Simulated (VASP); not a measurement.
PdPtC6N6: single point with PBE

The system is PdPtC6N6.

```xyz
14
Lattice="0.0000 5.1155 5.1155 5.1155 0.0000 5.1155 5.1155 5.1155 0.0000" Properties=species:S:1:pos:R:3 pbc="T T T"
Pd    0.0000    0.0000    0.0000
Pt    5.1155    5.1155    5.1155
C     1.9380    5.1155    5.1155
C     5.1155    1.9380    5.1155
C     5.1155    5.1155    1.9380
C     8.2930    5.1155    5.1155
C     5.1155    8.2930    5.1155
C     5.1155    5.1155    8.2930
N     3.1080    5.1155    5.1155
N     5.1155    3.1080    5.1155
N     5.1155    5.1155    3.1080
N     7.1230    5.1155    5.1155
N     5.1155    7.1230    5.1155
N     5.1155    5.1155    7.1230
```

```json
{
 "Program": "VASP 6.6.1",
 "Task": "single point",
 "Functional": "PBE",
 "Potentials or basis": "VASP PAW PBE potentials, release 64 (Pd_sv_GW, Pt_sv_GW, C, N)",
 "Cutoff": "700 eV",
 "k mesh": "4 × 4 × 4",
 "Occupations": "gaussian, width 0.1 eV",
 "Spin": "no spin polarisation",
 "Dipole correction": "no",
 "Further INCAR settings": "ALGO = Normal; EDIFF = 1e-06; NBANDS = 58"
}
```

| Item | Value |
| --- | --- |
| Pressure | 10.3 GPa |
| Largest force | 2.505 eV/Å |
| Band gap on the k mesh | zero (bands 45 and 46 overlap by 0.92 eV) |

Forces in eV/Å, atoms in the order of the input:
```
Pd   0.000  0.000  0.000
Pt   0.000  0.000  0.000
C    2.505  0.000  0.000
C    0.000  2.505  0.000
C    0.000  0.000  2.505
C   -2.505  0.000  0.000
C    0.000 -2.505  0.000
C    0.000  0.000 -2.505
N   -1.400  0.000  0.000
N    0.000 -1.400  0.000
N    0.000  0.000 -1.400
N    1.400  0.000  0.000
N    0.000  1.400  0.000
N    0.000  0.000  1.400
```

Levels at points of the mesh, in eV from the Fermi level:
| k point | band 43 | band 44 | band 45 | band 46 | band 47 | band 48 |
| --- | --- | --- | --- | --- | --- | --- |
| (0.00, 0.00, 0.00) | -3.89 | -3.89 | -0.41 | -0.41 | 1.65 | 1.65 |
| (0.50, 0.00, 0.00) | -4.11 | -4.05 | 0.51 | 0.51 | 0.81 | 0.81 |
| (0.50, 0.50, 0.00) | -3.86 | -3.86 | -0.41 | 0.18 | 0.91 | 1.59 |

Run time: 4.5 min on 1 thread of Intel(R) Xeon(R) 6975P-C (Granite Rapids), on a shared host, peak memory 0.71 GiB.

Caveat: the cell stands under pressure; spin-orbit coupling is left out, which moves the levels of the heavy elements; forces of over 1 eV/Å act on the atoms, so gaps and moduli don't describe the material at rest.
